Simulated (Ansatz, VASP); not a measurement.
Two plane-wave programs on PbO

The input INCAR:

```
PREC = Accurate
ENCUT = 520
EDIFF = 1E-6
ISMEAR = 0
SIGMA = 0.02
LREAL = F
LASPH = T
NELM = 100
ALGO = Normal
ISIF = 2
LWAVE = F
LCHARG = F
GGA = PE
NBANDS = 28
```

File KPOINTS:

```
Automatic mesh
0
Gamma
  8 8 6
```

The input POSCAR:

```
PbO
1.0
    3.8303677440      0.0000000000      0.0000000000
    0.0000000000      3.8303677440      0.0000000000
    0.0000000000      0.0000000000      5.2919827200
Pb O
2 2
Direct
    0.0000000000      0.5000000000      0.2773405485
    0.5000000000      0.0000000000      0.7226594515
    0.0000000000      0.0000000000      0.0000000000
    0.5000000000      0.5000000000      0.0000000000
```

Input for Ansatz:

```yaml
crystal:
  lattice:
    - [3.830367744, 0.0, 0.0]
    - [0.0, 3.830367744, 0.0]
    - [0.0, 0.0, 5.29198272]
  atoms:
    - { symbol: Pb, position: [0.0, 0.5, 0.2773405485] }
    - { symbol: Pb, position: [0.5, 0.0, 0.7226594515] }
    - { symbol: O, position: [0.0, 0.0, 0.0] }
    - { symbol: O, position: [0.5, 0.5, 0.0] }
basis:
  ecutwfc: 420
kpoints:
  mp_grid: { grid: [8, 8, 6] }
hamiltonian:
  xc: pbe
scf:
  occupations: { method: gaussian, width: 0.02 }
output:
  forces: true
  stress: true
  eigenvalues: true
```

Alike in both runs: task single point; functional PBE; k mesh 8 × 8 × 6; occupations gaussian, width 0.02 eV; no spin polarisation.

|  | VASP | Ansatz |
| --- | --- | --- |
| version | VASP 6.6.1 | Ansatz 0.2.0 |
| potentials or method | VASP PAW PBE potentials, release 64 (Pb_d, O), cutoff 520 eV | scalar-relativistic, plane waves, PAW |
| valence electrons in the cell | 40 | 40 |

Ansatz gave:

* gap on the k mesh at the Fermi level (eV): none
* pressure (GPa): -2.8
* traceless stress, the component that is largest in VASP (GPa): -12.08
* rms of the force components (eV/Å): 1.349

Problem. What did VASP give for the same quantities?

Solution. gap on the k mesh at the Fermi level (eV): none; pressure (GPa): -2.8; traceless stress, the component that is largest in VASP (GPa): -12.09; rms of the force components (eV/Å): 1.341.

Atom by atom the forces differ by 0.008 eV/Å (rms over components). A gap of «none» marks a metal or a gap that the smearing closes.

Neither program's run includes spin-orbit coupling.
